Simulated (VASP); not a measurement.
# Fe (Im-3m) in VASP: notebook

The runs below take Fe through single point, with PBE.

Program: VASP 6.6.1. These are calculated values, not measurements. Logs are shortened: lines on timing, memory, paths and dates and some standing lists are left out, and cuts for length are marked.

## Step 1: The cell of the first run

The structure is cubic, space group Im-3m (No. 229). Conventional cell: a = 2.942 Å, b = 2.942 Å, c = 2.942 Å, α = 90.00°, β = 90.00°, γ = 90.00°. Within 3.4 Å of Fe (site symmetry m-3m) lie 14 Fe at 2.55 to 2.94 Å.

## Step 2: Single point, PBE, collinear spin, ferromagnetic start (volume scaled by 1.12)

INCAR reads:

```
SYSTEM = Fe
PREC = Accurate ; ENCUT = 520
EDIFF = 1E-6 ; ISMEAR = -1
SIGMA = 0.05 ; LREAL = .False.
LASPH = .True. ; NELM = 150
ALGO = Normal ; ISIF = 2
LWAVE = .False. ; LCHARG = .False.
ISPIN = 2 ; MAGMOM = 2.208
LORBIT = 11 ; LMAXMIX = 4
GGA = PE ; NBANDS = 14
```

KPOINTS reads:

```
Automatic mesh
0
Gamma
  25 25 25
  0 0 0
```

POSCAR reads:

```
Fe
1.0
   -1.4708320862      1.4708320862      1.4708320862
    1.4708320862     -1.4708320862      1.4708320862
    1.4708320862      1.4708320862     -1.4708320862
Fe
1
Direct
    0.0000000000      0.0000000000      0.0000000000
```

Potentials or basis: VASP PAW PBE potentials, release 64 (Fe).

The run is started by

```sh
cat potpaw_PBE.64/Fe/POTCAR > POTCAR
mpirun -np 1 vasp_std > vasp.out
```

OUTCAR:

```text
SYSTEM = Fe
   PREC = Accurate
   ENCUT = 520
   EDIFF = 1E-6
   ISMEAR = -1
   LREAL = .False.
   LASPH = .True.
   NELM = 150
   ISIF = 2
   ISPIN = 2
   LORBIT = 11
   GGA = PE

 ion  position               nearest neighbor table
   1  0.000  0.000  0.000-

  LATTYP: Found a body centered cubic cell.
 ALAT       =     2.9416641724

  Lattice vectors:

 A1 = (  -1.4708320862,   1.4708320862,   1.4708320862)
 A2 = (   1.4708320862,  -1.4708320862,   1.4708320862)
 A3 = (   1.4708320862,   1.4708320862,  -1.4708320862)

Analysis of symmetry for initial positions (statically):
=====================================================================
 Subroutine PRICEL returns:
 Original cell was already a primitive cell.

 Routine SETGRP: Setting up the symmetry group for a
 body centered cubic supercell.

 Subroutine GETGRP returns: Found 48 space group operations
 (whereof 48 operations were pure point group operations)
 out of a pool of 48 trial point group operations.

The static configuration has the point symmetry O_h .

Analysis of symmetry for dynamics (positions and initial velocities):
=====================================================================
 Subroutine PRICEL returns:
 Original cell was already a primitive cell.

 Routine SETGRP: Setting up the symmetry group for a
 body centered cubic supercell.

 Subroutine GETGRP returns: Found 48 space group operations
 (whereof 48 operations were pure point group operations)
 out of a pool of 48 trial point group operations.

The dynamic configuration has the point symmetry O_h .

Analysis of structural, dynamic, and magnetic symmetry:
=====================================================================
 Subroutine PRICEL returns:
 Original cell was already a primitive cell.

 Routine SETGRP: Setting up the symmetry group for a
 body centered cubic supercell.

 Subroutine GETGRP returns: Found 48 space group operations
 (whereof 48 operations were pure point group operations)
 out of a pool of 48 trial point group operations.

The overall configuration has the point symmetry O_h .

 Subroutine INISYM returns: Found 48 space group operations
 (whereof 48 operations are pure point group operations),
 and found     1 'primitive' translations

----------------------------------------------------------------------------------------

                                     Primitive cell

  volume of cell :      12.7277

  direct lattice vectors                    reciprocal lattice vectors
    -1.470832086  1.470832086  1.470832086     0.000000000  0.339943631  0.339943631
     1.470832086 -1.470832086  1.470832086     0.339943631  0.000000000  0.339943631
     1.470832086  1.470832086 -1.470832086     0.339943631  0.339943631  0.000000000
[... 124 lines left out ...]
  ---------------------------------------------------
  free energy    TOTEN  =        -8.17257618 eV

  energy without entropy =       -8.16283463  energy(sigma->0) =       -8.16770540

 E-fermi :   4.7275     XC(G=0): -12.4770

 val. band max:        4.7267781857   @ k =  -0.2400   0.2400   0.2000
 cond. band min:       4.7275672376   @ k =  -0.4400  -0.4800   0.2000
 fundamental gap:      0.0007890520
 Fermi energy:         4.7275217074

 spin component 1

 k-point     1 :       0.0000    0.0000    0.0000
  band No.  band energies     occupation
      1      -3.0569      1.00000
      2       2.5484      1.00000
      3       2.5484      1.00000
      4       2.5484      1.00000
      5       3.6093      1.00000
      6       3.6093      1.00000
      7      28.6437      0.00000
      8      28.6437      0.00000
      9      28.6437      0.00000
     10      33.0509      0.00000
     11      33.0509      0.00000
     12      34.5247      0.00000
     13      34.5247      0.00000
     14      34.5247      0.00000
[... 379 lines left out ...]
      3       3.6125      1.00000
      4       3.6996      1.00000
      5       4.4986      0.98983
      6       5.3888      0.00000
      7      11.4823      0.00000
      8      21.8801      0.00000
      9      23.0381      0.00000
     10      26.9465      0.00000
     11      30.1496      0.00000
     12      36.9251      0.00000
     13      40.2615      0.00000
     14      42.9968      0.00000

 [... further k-points ...]

 spin component 2

 k-point     1 :       0.0000    0.0000    0.0000
  band No.  band energies     occupation
      1      -2.9023      1.00000
      2       4.8130      0.15334
      3       4.8130      0.15310
      4       4.8131      0.15309
      5       6.5535      0.00000
      6       6.5536      0.00000
      7      28.3198      0.00000
      8      28.3198      0.00000
      9      28.3198      0.00000
     10      33.1565      0.00000
     11      33.1565      0.00000
     12      35.4626      0.00000
     13      35.7162      0.00000
     14      35.7162      0.00000
[... 379 lines left out ...]
      3       5.1193      0.00040
      4       6.4234      0.00000
      5       6.8077      0.00000
      6       7.4462      0.00000
      7      12.9249      0.00000
      8      21.9721      0.00000
      9      23.6511      0.00000
     10      27.4391      0.00000
     11      30.8181      0.00000
     12      36.9576      0.00000
     13      40.5795      0.00000
     14      43.5694      0.00000

 [... further k-points ...]

------------------------ aborting loop because EDIFF is reached ----------------------------------------

  FORCE on cell =-STRESS in cart. coord.  units (eV):
  Direction    XX          YY          ZZ          XY          YZ          ZX
  --------------------------------------------------------------------------------------
  -------------------------------------------------------------------------------------
  Total       -1.0950855     -1.0950855     -1.0950855      0.0000000      0.0000000      0.0000000
  in kB     -137.8508110   -137.8508110   -137.8508110      0.0000000      0.0000000      0.0000000
  external PRESSURE =    -137.8508110 kB  Pullay stress =       0.0000000 kB

 VOLUME and BASIS-vectors are now :
 -----------------------------------------------------------------------------
  energy-cutoff  :      520.00
  volume of cell :       12.73
      direct lattice vectors                 reciprocal lattice vectors
    -1.470832086  1.470832086  1.470832086     0.000000000  0.339943631  0.339943631
     1.470832086 -1.470832086  1.470832086     0.339943631  0.000000000  0.339943631
     1.470832086  1.470832086 -1.470832086     0.339943631  0.339943631  0.000000000

 POSITION                                       TOTAL-FORCE (eV/Angst)
 -----------------------------------------------------------------------------------
      0.00000      0.00000      0.00000         0.000000     -0.000000     -0.000000
 -----------------------------------------------------------------------------------
    total drift:                                0.000000     -0.000000      0.000000

  FREE ENERGIE OF THE ION-ELECTRON SYSTEM (eV)
  ---------------------------------------------------
  free  energy   TOTEN  =        -8.1725761819 eV

  energy  without entropy=       -8.1628346271  energy(sigma->0) =       -8.16770540

 total charge

# of ion       s       p       d       tot
------------------------------------------
    1        0.443   0.446   6.169   7.058

 magnetization (x)

# of ion       s       p       d       tot
------------------------------------------
    1       -0.015  -0.056   2.582   2.511
```

OSZICAR:

```text
N       E                     dE             d eps       ncg     rms          rms(c)
DAV:   1     0.213040612848E+02    0.21304E+02   -0.37809E+03 27630   0.667E+02
DAV:   2    -0.827266137770E+01   -0.29577E+02   -0.27220E+02 27628   0.125E+02
DAV:   3    -0.920672862834E+01   -0.93407E+00   -0.92108E+00 30974   0.231E+01
DAV:   4    -0.921012990447E+01   -0.34013E-02   -0.34010E-02 29452   0.126E+00
DAV:   5    -0.921014839773E+01   -0.18493E-04   -0.18492E-04 31086   0.962E-02    0.104E+01
DAV:   6    -0.832517116283E+01    0.88498E+00   -0.13092E+01 31492   0.400E+01    0.737E+00
DAV:   7    -0.817639114637E+01    0.14878E+00   -0.13837E+00 31258   0.122E+01    0.357E+00
DAV:   8    -0.817600464327E+01    0.38650E-03   -0.16939E-02 29770   0.727E-01    0.150E+00
DAV:   9    -0.817264378788E+01    0.33609E-02   -0.17969E-02 34214   0.792E-01    0.552E-01
DAV:  10    -0.817245102863E+01    0.19276E-03   -0.77910E-04 30904   0.321E-01    0.173E-01
DAV:  11    -0.817257006584E+01   -0.11904E-03   -0.44486E-04 31952   0.192E-01    0.105E-01
DAV:  12    -0.817257484297E+01   -0.47771E-05   -0.37598E-05 28192   0.630E-02    0.143E-02
DAV:  13    -0.817257632565E+01   -0.14827E-05   -0.16251E-06 24936   0.116E-02    0.835E-03
DAV:  14    -0.817257618191E+01    0.14374E-06   -0.17235E-06 16938   0.105E-02
   1 F= -.81725762E+01 E0= -.81677054E+01  d E =-.974155E-02  mag=     2.4916
```

Wall time 85 s (1 thread of AMD EPYC 9R45 (Zen 5), shared host); peak memory 0.2 GiB.

What came out:

* Free energy: -8.1726 eV
* Pressure: -13.8 GPa
* Net moment: 2.49 μB per cell
* Site moments: Fe +2.51 μB
* Valence electrons inside the program's atomic spheres: Fe 7.06

Levels at points of the mesh, in eV from the Fermi level:
Spin up:
```csv
k point,band 2,band 3,band 4,band 5,band 6,band 7,band 8,band 9
"(0.00, 0.00, 0.00)",-2.18,-2.18,-2.18,-1.12,-1.12,23.92,23.92,23.92
```
Spin down:
```tsv
k point	band 1	band 2	band 3	band 4	band 5	band 6	band 7
(0.00, 0.00, 0.00)	-7.63	0.09	0.09	0.09	1.83	1.83	23.59
```

Caveat: the cell differs from its parent crystal (volume scaled by 1.12).

## Step 3: Single point, PBE, collinear spin, ferromagnetic start

This run uses another cell than the first one, of 11.36 Å³/atom, 0.893 times its volume.

INCAR reads:

```
SYSTEM = Fe
PREC = Accurate ; ENCUT = 520
EDIFF = 1E-6 ; ISMEAR = 0
SIGMA = 0.01 ; LREAL = .False.
LASPH = .True. ; NELM = 150
ALGO = Normal ; ISIF = 2
LWAVE = .False. ; LCHARG = .True.
ISPIN = 2 ; MAGMOM = 2.208
LORBIT = 11 ; LMAXMIX = 4
GGA = PE ; LELF = .True.
LVHAR = .True. ; NBANDS = 14
```

KPOINTS reads:

```
regular mesh
0
Gamma
  15 15 15
  0 0 0
```

POSCAR reads:

```
Fe
1.0
   -1.4163059769      1.4163059769      1.4163059769
    1.4163059769     -1.4163059769      1.4163059769
    1.4163059769      1.4163059769     -1.4163059769
Fe
1
Direct
    0.0000000000      0.0000000000      0.0000000000
```

Potentials or basis: VASP PAW PBE potentials, release 64 (Fe).

The run is started by

```sh
cat potpaw_PBE.64/Fe/POTCAR > POTCAR
mpirun -np 1 vasp_std > vasp.out
```

Run time: 63 s. Hardware: 1 thread of AMD EPYC 7R13, shared host; peak memory 0.11 GiB.

It converged, with:

- Free energy: -8.2433 eV
- Pressure: -0.4 GPa
- Net moment: 2.18 μB per cell
- Site moments: Fe +2.18 μB
- Valence electrons inside the program's atomic spheres: Fe 7.27

Levels at points of the mesh, in eV from the Fermi level:
Spin up:
| k point | band 1 | band 2 | band 3 | band 4 | band 5 | band 6 | band 7 | band 8 | band 9 | band 10 |
| --- | --- | --- | --- | --- | --- | --- | --- | --- | --- | --- |
| (0.00, 0.00, 0.00) | -8.44 | -2.32 | -2.32 | -2.32 | -1.11 | -1.11 | 25.02 | 25.02 | 25.02 | 30.10 |
Spin down:
| k point | band 1 | band 2 | band 3 | band 4 | band 5 | band 6 | band 7 | band 8 |
| --- | --- | --- | --- | --- | --- | --- | --- | --- |
| (0.00, 0.00, 0.00) | -8.28 | -0.41 | -0.41 | -0.41 | 1.64 | 1.64 | 24.75 | 24.75 |

## Step 4: Single point, PBE, collinear spin, ferromagnetic start

This run uses another cell than the first one, of 11.36 Å³/atom, 0.893 times its volume.

INCAR reads:

```
SYSTEM = Fe
PREC = Accurate ; ENCUT = 520
EDIFF = 1E-7 ; ISMEAR = 0
SIGMA = 0.03 ; LREAL = .FALSE.
LASPH = .TRUE. ; NELM = 150
ALGO = Normal ; ISIF = 2
LWAVE = .FALSE. ; LCHARG = .FALSE.
ISPIN = 2 ; MAGMOM = 2.208
LORBIT = 11 ; LMAXMIX = 4
GGA = PE ; NBANDS = 14
```

KPOINTS reads:

```
regular mesh
0
G
  15 15 15
  0 0 0
```

POSCAR is that of step 3.

The run is started by

```sh
cat potpaw_PBE.64/Fe/POTCAR > POTCAR
mpirun -np 1 vasp_std > vasp.out
```

It took 62 s on 1 thread of AMD EPYC 7R13, shared host; peak memory 0.11 GiB.

Results (log left out):

```
Free energy                                           : -8.2435 eV
Pressure                                              : -0.4 GPa
Net moment                                            : 2.18 μB per cell
Site moments                                          : Fe +2.18 μB
Valence electrons inside the program's atomic spheres : Fe 7.27
```

Levels at points of the mesh, in eV from the Fermi level:
Spin up:
| k point | band 3 | band 4 | band 5 | band 6 | band 7 | band 8 |
| --- | --- | --- | --- | --- | --- | --- |
| (0.00, 0.00, 0.00) | -2.32 | -2.32 | -1.11 | -1.11 | 25.02 | 25.02 |
Spin down:
| k point | band 1 | band 2 | band 3 | band 4 | band 5 | band 6 |
| --- | --- | --- | --- | --- | --- | --- |
| (0.00, 0.00, 0.00) | -8.28 | -0.41 | -0.41 | -0.41 | 1.64 | 1.64 |

## Step 5: Summary

| cell | k mesh | smearing | gap on the mesh (eV) | pressure (GPa) | moment (μB) |
| --- | --- | --- | --- | --- | --- |
| a = 2.548 Å, angles 109.5°, 1 atom | 25 × 25 × 25 | fermi-dirac 0.05 eV | none | -13.8 | 2.49 |
| a = 2.453 Å, angles 109.5°, 1 atom | 15 × 15 × 15 | gaussian 0.01 eV | none | -0.4 | 2.18 |
| a = 2.453 Å, angles 109.5°, 1 atom | 15 × 15 × 15 | gaussian 0.03 eV | none | -0.4 | 2.18 |

Alike in all rows: task single point; level PBE; potentials or basis VASP PAW PBE potentials, release 64 (Fe); spin collinear, ferromagnetic start; cutoff (eV) 520.

Absolute energies hang on the potentials; compare differences alone.
